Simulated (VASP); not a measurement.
## BaTiO3: single point with PBEsol

Crystal: BaTiO3.

```
CELL_PARAMETERS angstrom
3.80713 0.00000 0.00000
0.00000 3.80713 0.00000
0.00000 0.00000 3.80702
ATOMIC_POSITIONS crystal
Ba 0.00000 0.00000 0.00862
Ti 0.50000 0.50000 0.50857
O 0.00000 0.50000 0.50861
O 0.50000 0.00000 0.50861
O 0.50000 0.50000 0.00859
```

```yaml
Program: VASP 6.6.1
Task: single point
Functional: PBEsol
Potentials_or_basis: VASP PAW PBE potentials, release 64 (Ba_sv, Ti_sv, O)
Cutoff: 520 eV
k_mesh: 7 × 7 × 7
Occupations: fermi-dirac, width 0.05 eV
Spin: no spin polarisation
```

```yaml
Pressure: 33.2 GPa
Band_gap_on_the_k_mesh: 1.92 eV, direct
```

Levels at points of the mesh, in eV from the valence-band top:
```
           k point  band 18  band 19  band 20  band 21  band 22  band 23
(0.00, 0.00, 0.00)     0.00     0.00     0.00     1.92     1.92     1.92
```

Wall time 84 s on 1 thread of Intel(R) Xeon(R) Platinum 8259CL CPU @ 2.50GHz (Skylake/Cascade Lake), on a shared host, peak memory 0.2 GiB.

Caveat: the PAW data sets were made with another functional, which shifts forces and pressure a little; spin-orbit coupling is left out, which moves the levels of the heavy elements. A k mesh can miss the band edges.
